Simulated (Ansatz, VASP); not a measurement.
## Ag in VASP and in Ansatz

Contents of INCAR:

```
SYSTEM = Ag
ALGO     = Normal         ! electronic algorithm
EDIFF    = 1E-7           ! SCF threshold, eV
EDIFFG   = -0.005         ! ionic threshold
ENCUT    = 600            ! plane-wave cutoff, eV
GGA      = PS             ! functional
IBRION   = 2              ! ionic algorithm
ISIF     = 3              ! what is computed and relaxed
ISMEAR   = -1             ! smearing method
LASPH    = .TRUE.         ! aspherical terms in the spheres
LCHARG   = .FALSE.        ! write CHGCAR
LREAL    = .FALSE.        ! projectors in reciprocal space
LWAVE    = .FALSE.        ! write WAVECAR
NELM     = 60             ! most SCF steps
NSW      = 60             ! ionic steps
PREC     = Accurate       ! precision mode
SIGMA    = 0.05           ! smearing width, eV
```

Contents of KPOINTS:

```
k-points
0
G
  15 15 8
  0 0 0
```

File POSCAR:

```
Ag
1.0
    2.8730581783      0.0000000000      0.0000000000
   -1.4365290892      2.4881413690      0.0000000000
    0.0000000000      0.0000000000      4.6543542488
Ag
2
Direct
    0.3333333333      0.6666666667      0.2500000000
    0.6666666667      0.3333333333      0.7500000000
```

Input for Ansatz:

```yaml
crystal:
  lattice:
    - [2.8730581783, 0.0, 0.0]
    - [-1.4365290892, 2.488141369, 0.0]
    - [0.0, 0.0, 4.6543542488]
  atoms:
    - { symbol: Ag, position: [0.3333333333, 0.6666666667, 0.25] }
    - { symbol: Ag, position: [0.6666666667, 0.3333333333, 0.75] }
kpoints:
  mp_grid: { grid: [15, 15, 8] }
scf:
  occupations: { method: fermi_dirac, width: 0.05 }
hamiltonian:
  xc: pbesol
  pseudopotentials: { kind: paw }
output:
  forces: true
  stress: true
relax:
  f_tol: 0.005
  max_steps: 40
  cell: {}
```

Alike in both runs: task relaxation of cell and atoms; functional PBEsol; k mesh 15 × 15 × 8; occupations fermi-dirac, width 0.05 eV; no spin polarisation.

|  | VASP | Ansatz |
| --- | --- | --- |
| version | VASP 6.6.1 | Ansatz 0.2.0 |
| potentials or method | VASP PAW PBE potentials, release 64 (Ag) | PAW with Ansatz's default frozen-core files, scalar-relativistic |
| plane-wave cutoff (eV) | 600 | 420 |
| valence electrons in the cell | 22 | 38 |

Ansatz gave:

```
relaxed volume (Å³/atom)                                     : 16.67
relaxed cell length with the largest relative difference (Å) : 4.737
```

Question: What did VASP give for the same quantities?

Answer: Relaxed volume (Å³/atom): 16.64; relaxed cell length with the largest relative difference (Å): 4.733.

VASP's potentials were made for PBE, not for PBEsol. VASP's potentials hold 22 valence electrons a cell and Ansatz's 38, so a difference there can come from the potentials and not from the codes.
